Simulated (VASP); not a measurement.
A run of VASP 6.6.1 is set up as follows.

INCAR

```
ALGO = Normal ; EDIFF = 1E-6
ENCUT = 520 ; GGA = PE
ISIF = 2 ; ISMEAR = 0
LASPH = T ; LCHARG = F
LREAL = F ; LWAVE = F
NBANDS = 16 ; NELM = 60
PREC = Accurate ; SIGMA = 0.1
```

KPOINTS

```
k-points
0
Gamma
  21 21 6
```

File POSCAR:

```
C
1.0
    2.4665131928      0.0000000000      0.0000000000
   -1.2332565964      2.1360630837      0.0000000000
    0.0000000000      0.0000000000      8.5296938387
C
4
Direct
    0.0000000000      0.0000000000      0.2500000000
    0.0000000000      0.0000000000      0.7500000000
    0.3333333333      0.6666666667      0.2500000000
    0.6666666667      0.3333333333      0.7500000000
```

Potentials or basis: VASP PAW PBE potentials, release 64 (C).

The run is started by

```bash
$ cat potpaw_PBE.64/C/POTCAR > POTCAR
$ mpirun -np 1 vasp_std > vasp.out
```

What does it give for the pressure?

0.4 GPa.

What does it give for the band gap on the k mesh?

Zero (filled and empty bands touch).

Stress tensor (GPa, compression positive):
```
 0.55  0.00  0.00
 0.00  0.55  0.00
 0.00  0.00 -0.02
```

Caveat: this functional lacks dispersion, which binds layers or chains, so the pressure and a relaxed spacing across them are unreliable.
